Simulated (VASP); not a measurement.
# GaF: single point with PBE

The system is GaF.

```
Ga F
1.0
     0.00000    2.78397    2.78397
     2.78397    0.00000    2.78397
     2.78397    2.78397    0.00000
Ga F
1 1
Cartesian
  1.3920 1.3920 1.3920
  0.0000 0.0000 0.0000
```

```json
{
 "Program": "VASP 6.6.1",
 "Task": "single point",
 "Functional": "PBE",
 "Potentials or basis": "VASP PAW PBE potentials, release 64 (Ga_d, F)",
 "Cutoff": "520 eV",
 "k mesh": "8 × 8 × 8",
 "Occupations": "fermi-dirac, width 0.05 eV",
 "Spin": "no spin polarisation"
}
```

```yaml
Pressure: 1.9 GPa
Band_gap_on_the_k_mesh: 1.99 eV, indirect (least direct gap 2.00 eV)
```

Levels at points of the mesh, in eV from the valence-band top:
```tsv
k point	band 8	band 9	band 10	band 11	band 12	band 13
(0.00, 0.00, 0.00)	-3.71	-3.71	-3.71	6.59	6.59	6.59
(0.50, 0.00, 0.00)	-3.87	-3.87	-1.15	2.58	6.50	6.50
(0.50, 0.50, 0.00)	-4.17	-4.17	-0.01	1.99	6.16	6.16
```

It took 9.1 s on 1 thread of Intel(R) Xeon(R) 6975P-C (Granite Rapids), with other jobs on the host, peak memory 0.16 GiB.

A k mesh can miss the band edges. A hybrid or GW would open this gap; PBE tends to underestimate it.
